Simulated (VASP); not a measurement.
# C (a cell with a defect) in VASP: single point with LDA

Aim: the single point of C (a cell with a defect) with LDA.

All numbers are computed with VASP 6.6.1; they aren't measurements. Logs are shortened: lines on timing, memory, paths and dates and some standing lists are left out, and cuts for length are marked.

### 1 The cell of the first run

The cell holds a defect, 63 atoms: a = 7.140 Å, b = 7.140 Å, c = 7.140 Å, α = 90.00°, β = 90.00°, γ = 90.00°.

### 2 Single point, LDA

File INCAR:

```
SYSTEM = C
  PREC = Accurate
  ENCUT = 520
  EDIFF = 1E-6
  ISMEAR = 0
  SIGMA = 0.02
  LREAL = Auto
  LASPH = .True.
  NELM = 80
  ALGO = Normal
  ISIF = 2
  LWAVE = .False.
  LCHARG = .False.
  NBANDS = 163
  NELECT = 254.0
```

File KPOINTS:

```
regular mesh
0
Gamma
  2 2 2
  0 0 0
```

File POSCAR:

```
C
1.0
    7.1400000000      0.0000000000      0.0000000000
    0.0000000000      7.1400000000      0.0000000000
    0.0000000000      0.0000000000      7.1400000000
C
63
Direct
    0.5005990196      0.0013565826      0.0008424370
    0.6267879552      0.1270661064      0.1269883754
    0.7522023810      0.2532500000      0.0036240896
    0.8800075630      0.3790023810      0.1311732493
    0.7504956583     -0.0008693277      0.2505924370
    0.8749686275      0.1233183473      0.3750379552
   -0.0009536415      0.0013619048     -0.0024754902
    0.1259539216      0.1241718487      0.1242627451
    0.2510679272      0.2504439776      0.0001756303
    0.3769610644      0.3766218487      0.1263040616
    0.5026252101      0.5019252101      0.0025626050
    0.6322107843      0.6276521008      0.1308159664
    0.7503126050      0.7511256303      0.0000794118
    0.8771925770      0.8751845938      0.1233525210
    0.2510648459      0.0005670868      0.2496739496
    0.3760478992      0.1263469188      0.3753871148
    0.5035696078      0.2531690476      0.2520007003
    0.6332232493      0.3796191877      0.3789746499
    0.7689759104      0.5034159664      0.2621025210
    0.4974446779      0.0009966387      0.4993959384
    0.6240352941      0.1246047619      0.6261851541
    0.7501050420      0.2479330532      0.5024264706
    0.8760631653      0.3719501401      0.6253700280
    0.7496871148      0.0020876751      0.7524628852
    0.8750113445      0.1270190476      0.8769023810
    0.0018400560      0.5007672269      0.0000522409
    0.1243913165      0.6275368347      0.1238714286
    0.2508523810      0.7499113445     -0.0021892157
    0.3757082633      0.8753105042      0.1248941176
    0.0027333333      0.2477690476      0.2502182073
    0.1244057423      0.3723651261      0.3763450980
    0.2492593838      0.5004170868      0.2503001401
    0.3749504202      0.6243189076      0.3743061625
    0.5015379552      0.7506169468      0.2508526611
    0.6249305322      0.8747106443      0.3780623249
   -0.0018962185     -0.0030084034      0.4987256303
    0.1239047619      0.1230539216      0.6241180672
    0.2511295518      0.2482557423      0.4996021008
    0.3752064426      0.3752415966      0.6249397759
    0.5016801120      0.5012266106      0.5010175070
    0.6250320728      0.6281712885      0.6248669468
    0.7383830532      0.7610273109      0.5101901961
    0.8701913165      0.8732656863      0.6231266106
    0.2485990196     -0.0011301120      0.7487543417
    0.3749603641      0.1251331933      0.8750448179
    0.5001987395      0.2506991597      0.7512257703
    0.6263002801      0.3768051821      0.8771637255
    0.7501322129      0.5003386555      0.7496235294
    0.8744420168      0.6245292717      0.8744492997
    0.0047196078      0.7582971989      0.2357509804
    0.1203743697      0.8711428571      0.3706449580
   -0.0003553221      0.4839711485      0.5025661064
    0.1173557423      0.6213532213      0.6180158263
    0.2457039216      0.7474581232      0.4967380952
    0.3720718487      0.8736008403      0.6234267507
   -0.0008210084      0.2479781513      0.7515427171
    0.1251747899      0.3749871148      0.8745859944
    0.2488285714      0.4998477591      0.7487142857
    0.3747364146      0.6259238095      0.8749179272
    0.4974654062      0.7498519608      0.7509191877
    0.6244033613      0.8757879552      0.8755442577
   -0.0029588235      0.7483854342      0.7465570028
    0.1235058824      0.8738952381      0.8725386555
```

Potentials or basis: VASP PAW LDA potentials, release 64 (C).

Launch:

```console
cat potpaw_LDA.64/C/POTCAR > POTCAR
mpirun -np 1 vasp_std > vasp.out
```

OUTCAR:

```text
SYSTEM = C
   PREC = Accurate
   ENCUT = 520
   EDIFF = 1E-6
   ISMEAR = 0
   LREAL = Auto
   LASPH = .True.
   NELM = 80
   ISIF = 2
   NELECT = 254.0

 ion  position               nearest neighbor table
   1  0.501  0.001  0.001-  61 1.54  29 1.55  45 1.55   2 1.56
   2  0.627  0.127  0.127-  17 1.54   3 1.55   5 1.55   1 1.56
   3  0.752  0.253  0.004-   2 1.55  25 1.55  47 1.55   4 1.57
   4  0.880  0.379  0.131-  19 1.51  30 1.54  26 1.55   3 1.57
   5  0.750  0.999  0.251-   6 1.54   2 1.55  35 1.56  14 1.56
   6  0.875  0.123  0.375-   5 1.54  36 1.54  22 1.55  30 1.55
[... 10 lines left out ...]
  17  0.504  0.253  0.252-   2 1.54  10 1.55  16 1.56  18 1.58
[... 32 lines left out ...]
  50  0.005  0.758  0.236-  14 1.47  27 1.50  51 1.50
  51  0.120  0.871  0.371-  50 1.50  54 1.55  36 1.55  15 1.57
  52  1.000  0.484  0.503-  23 1.48  31 1.50  53 1.53
  53  0.117  0.621  0.618-  52 1.53  54 1.55  62 1.55  58 1.58
  54  0.246  0.747  0.497-  33 1.55  51 1.55  53 1.55  55 1.56
  55  0.372  0.874  0.623-  44 1.54  60 1.55  20 1.55  54 1.56
  56  0.999  0.248  0.752-  25 1.53  23 1.54  57 1.55  37 1.55
  57  0.125  0.375  0.875-  58 1.54  26 1.54   9 1.55  56 1.55
  58  0.249  0.500  0.749-  57 1.54  39 1.54  59 1.56  53 1.58
  59  0.375  0.626  0.875-  60 1.53  28 1.53  58 1.56  11 1.56
  60  0.497  0.750  0.751-  59 1.53  41 1.55  55 1.55  61 1.56
  61  0.624  0.876  0.876-   1 1.54  24 1.54  13 1.55  60 1.56
  62  0.997  0.748  0.747-  49 1.54  43 1.55  53 1.55  63 1.56
  63  0.124  0.874  0.873-  44 1.54  28 1.55   7 1.55  62 1.56

  LATTYP: Found a simple cubic cell.
 ALAT       =     7.1400000000

  Lattice vectors:

 A1 = (   7.1400000000,   0.0000000000,   0.0000000000)
 A2 = (   0.0000000000,   7.1400000000,   0.0000000000)
 A3 = (   0.0000000000,   0.0000000000,   7.1400000000)

Analysis of symmetry for initial positions (statically):
=====================================================================
 Subroutine PRICEL returns:
 Original cell was already a primitive cell.

 Routine SETGRP: Setting up the symmetry group for a
 simple cubic supercell.

 Subroutine GETGRP returns: Found  1 space group operations
 (whereof  1 operations were pure point group operations)
 out of a pool of 48 trial point group operations.

The static configuration has the point symmetry C_1 .

Analysis of symmetry for dynamics (positions and initial velocities):
=====================================================================
 Subroutine PRICEL returns:
 Original cell was already a primitive cell.

 Routine SETGRP: Setting up the symmetry group for a
 simple cubic supercell.

 Subroutine GETGRP returns: Found  1 space group operations
 (whereof  1 operations were pure point group operations)
 out of a pool of 48 trial point group operations.

The dynamic configuration has the point symmetry C_1 .

 Subroutine INISYM returns: Found  1 space group operations
 (whereof  1 operations are pure point group operations),
 and found     1 'primitive' translations

----------------------------------------------------------------------------------------

                                     Primitive cell

  volume of cell :     363.9943

  direct lattice vectors                    reciprocal lattice vectors
     7.140000000  0.000000000  0.000000000     0.140056022  0.000000000  0.000000000
     0.000000000  7.140000000  0.000000000     0.000000000  0.140056022  0.000000000
     0.000000000  0.000000000  7.140000000     0.000000000  0.000000000  0.140056022

  length of vectors
     7.140000000  7.140000000  7.140000000     0.140056022  0.140056022  0.140056022

  position of ions in fractional coordinates (direct lattice)
     0.500599020  0.001356583  0.000842437
     0.626787955  0.127066106  0.126988375
     0.752202381  0.253250000  0.003624090
     0.880007563  0.379002381  0.131173249
     0.750495658  0.999130672  0.250592437
     0.874968628  0.123318347  0.375037955
[... 55 lines left out ...]
     0.997041176  0.748385434  0.746557003
     0.123505882  0.873895238  0.872538656

  ion indices of the primitive-cell ions
   primitive index   ion index
                 1           1
                 2           2
                 3           3
                 4           4
                 5           5
                 6           6
[... 55 lines left out ...]
                62          62
                63          63

----------------------------------------------------------------------------------------

 KPOINTS: regular mesh

Automatic generation of k-mesh.
 Grid dimensions read from file:
 generate k-points for:    2    2    2

 Generating k-lattice:

  Cartesian coordinates                     Fractional coordinates (reciprocal lattice)
     0.070028011  0.000000000  0.000000000     0.500000000  0.000000000  0.000000000
     0.000000000  0.070028011  0.000000000     0.000000000  0.500000000  0.000000000
     0.000000000  0.000000000  0.070028011     0.000000000  0.000000000  0.500000000

  Length of vectors
     0.070028011  0.070028011  0.070028011

  Shift w.r.t. Gamma in fractional coordinates (k-lattice)
     0.000000000  0.000000000  0.000000000

 Subroutine IBZKPT returns following result:
 ===========================================

 Found      8 irreducible k-points:

 Following reciprocal coordinates:
            Coordinates               Weight
  0.000000  0.000000  0.000000      1.000000
  0.500000  0.000000  0.000000      1.000000
  0.000000  0.500000  0.000000      1.000000
  0.000000  0.000000  0.500000      1.000000
  0.500000  0.500000  0.000000      1.000000
  0.000000  0.500000  0.500000      1.000000
  0.500000  0.000000  0.500000      1.000000
  0.500000  0.500000  0.500000      1.000000
   k-points           NKPTS =      8   k-points in BZ     NKDIM =      8   number of bands    NBANDS=    163
   number of dos      NEDOS =    301   number of ions     NIONS =     63
   total plane-waves  NPLWV = 157464
   dimension x,y,z NGX =    54 NGY =   54 NGZ =   54
   dimension x,y,z NGXF=   108 NGYF=  108 NGZF=  108
   ions per type =              63
   NGX,Y,Z   is equivalent  to a cutoff of  12.57, 12.57, 12.57 a.u.
   NGXF,Y,Z  is equivalent  to a cutoff of  25.15, 25.15, 25.15 a.u.
 SYSTEM =  C
   PREC   = accura    normal or accurate (medium, high low for compatibility)
   ISTART =      0    job   : 0-new  1-cont  2-samecut
   ICHARG =      2    charge: 1-file 2-atom 10-const
   ISPIN  =      1    spin polarized calculation?
   LNONCOLLINEAR =      F non collinear calculations
   LSORBIT =      F    spin-orbit coupling
   LASPH  =      T    aspherical Exc in radial PAW
   ENCUT  =  520.0 eV  38.22 Ry    6.18 a.u.  13.28 13.28 13.28*2*pi/ulx,y,z
   NELM   =     80;   NELMIN=  2; NELMDL= -5     # of ELM steps
   EDIFF  = 0.1E-05   stopping-criterion for ELM
   LREAL  =      T    real-space projection
   EDIFFG = 0.1E-04   stopping-criterion for IOM
   NSW    =      0    number of steps for IOM
   IBRION =     -1    ionic relax: 0-MD 1-quasi-New 2-CG
   NFREE  =      0    steps in history (QN), initial steepest desc. (CG)
   ISIF   =      2    stress and relaxation
   ISYM   =      2    0-nonsym 1-usesym 2-fastsym
   POTIM  = 0.5000    time-step for ionic-motion
   TEBEG  =    0.0;   TEEND  =   0.0 temperature during run
   PSTRESS=    0.0 pullay stress
   NELECT =     254.0000    total number of electrons
   NUPDOWN=      -1.0000    fix difference up-down
   EMIN   =  10.00;   EMAX   =-10.00  energy-range for DOS
   EFERMI =   0.00;   METHOD = LEGACY
   ISMEAR =     0;   SIGMA  =   0.02  broadening in eV -4-tet -1-fermi 0-gaus
   EFERMI_NEDOS =   21; number of points for ismear=-14 and -15
   IALGO  =     38    algorithm
   IMIX   =      4    mixing-type and parameters
     AMIX     =   0.40;   BMIX     =  1.00
     AMIX_MAG =   1.60;   BMIX_MAG =  1.00
  volume/ion in A,a.u.               =       5.78        38.99
  Fermi-wavevector in a.u.,A,eV,Ry     =   1.452071  2.744016 28.688024  2.108510
  Thomas-Fermi vector in A             =   2.569495
   LORBIT       =      0    0 simple, 1 ext, 2 COOP (PROOUT), +10 PAW based schemes
   GGA     = CA    functional components
   LHFCALC =     F    Hartree Fock is set to
   AEXX    =    0.0000 exact exchange contribution
   IVDW    =     0    specifies the selected vdW correction
   LEPSILON=     F    determine dielectric tensor
   LRPA    =     F    only Hartree local field effects (RPA)
 non-spin polarized calculation
 Gauss-broadening in eV      SIGMA  =   0.02
  energy-cutoff  :      520.00
  volume of cell :      363.99
 maximum number of plane-waves:      9808
 NGX is ok and might be reduce to    54
   NGX = 27   NGY = 27   NGZ = 27

 number of electron     253.9999996 magnetization

 Free energy of the ion-electron system (eV)
  ---------------------------------------------------
  ext. energy  EPLUGINS =         0.00000000
  ---------------------------------------------------
  free energy    TOTEN  =      -607.05502353 eV

  energy without entropy =     -607.05243763  energy(sigma->0) =     -607.05373058

 E-fermi :  11.9241     XC(G=0): -13.4430

 val. band max:       11.9181724516   @ k =   0.5000   0.5000   0.5000
 cond. band min:      11.9300985846   @ k =   0.0000   0.5000   0.5000
 fundamental gap:      0.0119261331
 Fermi energy:        11.9241362356

 k-point     1 :       0.0000    0.0000    0.0000
  band No.  band energies     occupation
      1     -11.8731      2.00000
      2      -9.7033      2.00000
      3      -9.6908      2.00000
      4      -9.6352      2.00000
      5      -9.6221      2.00000
      6      -9.5611      2.00000
[... 1125 lines left out ...]
    138      15.3309      0.00000
    139      15.3394      0.00000
 [bands above 139 left out]

------------------------ aborting loop because EDIFF is reached ----------------------------------------

  FORCE on cell =-STRESS in cart. coord.  units (eV):
  Direction    XX          YY          ZZ          XY          YZ          ZX
  --------------------------------------------------------------------------------------
  -------------------------------------------------------------------------------------
  Total       -7.1831583      6.4178938      1.0923452     -4.8787301     -3.3629471     -6.8262971
  in kB      -31.6177808     28.2493508      4.8081259    -21.4744839    -14.8025309    -30.0470013
  external PRESSURE =       0.4798986 kB  Pullay stress =       0.0000000 kB

 VOLUME and BASIS-vectors are now :
 -----------------------------------------------------------------------------
  energy-cutoff  :      520.00
  volume of cell :      363.99
      direct lattice vectors                 reciprocal lattice vectors
     7.140000000  0.000000000  0.000000000     0.140056022  0.000000000  0.000000000
     0.000000000  7.140000000  0.000000000     0.000000000  0.140056022  0.000000000
     0.000000000  0.000000000  7.140000000     0.000000000  0.000000000  0.140056022

 POSITION                                       TOTAL-FORCE (eV/Angst)
 -----------------------------------------------------------------------------------
      3.57428      0.00969      0.00602        -0.004124     -0.053282      0.003599
      4.47527      0.90725      0.90670        -0.017008     -0.072897     -0.038697
      5.37073      1.80821      0.02588         0.000186     -0.182189     -0.193051
      6.28325      2.70608      0.93658        -0.318243     -0.223354     -0.260068
      5.35854      7.13379      1.78923        -0.025761      0.035349     -0.024195
      6.24728      0.88049      2.67777         0.045301      0.034802      0.039361
[... 55 lines left out ...]
      7.11887      5.34347      5.33042         0.056960      0.012096      0.068339
      0.88183      6.23961      6.22993         0.012098      0.026343      0.036288
 -----------------------------------------------------------------------------------
    total drift:                               -0.006126      0.011284      0.025410

  FREE ENERGIE OF THE ION-ELECTRON SYSTEM (eV)
  ---------------------------------------------------
  free  energy   TOTEN  =      -607.0550235311 eV

  energy  without entropy=     -607.0524376287  energy(sigma->0) =     -607.05373058
```

Wall time 14 min (1 thread of Intel Xeon Platinum 8375C at 2.90GHz (Ice Lake), shared host); peak memory 0.48 GiB.

Results:

- Free energy: -607.0550 eV
- Largest force: 2.733 eV/Å

Forces on the atoms (eV/Å):
```
C   -0.004 -0.053  0.004
C   -0.017 -0.073 -0.039
C    0.000 -0.182 -0.193
C   -0.318 -0.223 -0.260
C   -0.026  0.035 -0.024
C    0.045  0.035  0.039
C    0.022  0.053  0.012
C   -0.023  0.036  0.029
C   -0.003  0.031  0.014
C   -0.055 -0.023  0.007
C   -0.005 -0.039  0.003
C    0.317 -0.346  0.285
C    0.097 -0.062  0.083
C    0.036  0.090  0.059
C    0.062  0.037  0.045
C    0.000 -0.010 -0.012
C   -0.122 -0.099 -0.011
C   -0.050 -0.054 -0.312
C   -1.829 -1.039 -1.746
C    0.041  0.036  0.017
C    0.053  0.031 -0.038
C    0.054  0.101 -0.088
C    0.064  0.109 -0.008
C    0.045  0.033  0.044
C    0.009 -0.059 -0.044
C   -0.089  0.006  0.027
C   -0.136 -0.005  0.160
C    0.019 -0.018  0.066
C    0.049 -0.035  0.033
C   -0.106  0.089  0.029
C   -0.117  0.157  0.053
C   -0.052  0.019  0.028
C   -0.002  0.057  0.066
C    0.086 -0.070  0.112
C    0.127  0.042  0.021
C    0.051  0.069  0.041
C   -0.003  0.031  0.000
C    0.013  0.050 -0.006
C    0.040  0.019 -0.024
C    0.043  0.045 -0.071
C    0.182 -0.005 -0.070
C    0.199  0.284  0.192
C    0.078  0.154  0.110
C    0.040  0.017  0.030
C    0.001 -0.024 -0.004
C    0.007  0.029 -0.021
C    0.011 -0.042 -0.049
C   -0.002 -0.007 -0.001
C    0.065  0.052  0.014
C    0.120  0.389  0.114
C    0.059  0.132  0.041
C    0.375  0.134  0.578
C    0.117 -0.009  0.155
C    0.040  0.006  0.042
C    0.028  0.027  0.017
C    0.008  0.013  0.039
C   -0.009  0.009  0.034
C    0.115  0.048  0.108
C    0.086 -0.025  0.088
C    0.056 -0.004  0.029
C    0.039 -0.037  0.051
C    0.057  0.012  0.068
C    0.012  0.026  0.036
```

Caveat: the k points lie up to 0.44 Å⁻¹ apart; the cell carries a net charge on a neutralising background, which shifts energy and pressure; the cell is charged against a uniform background, so pressure and absolute levels hang on convention.
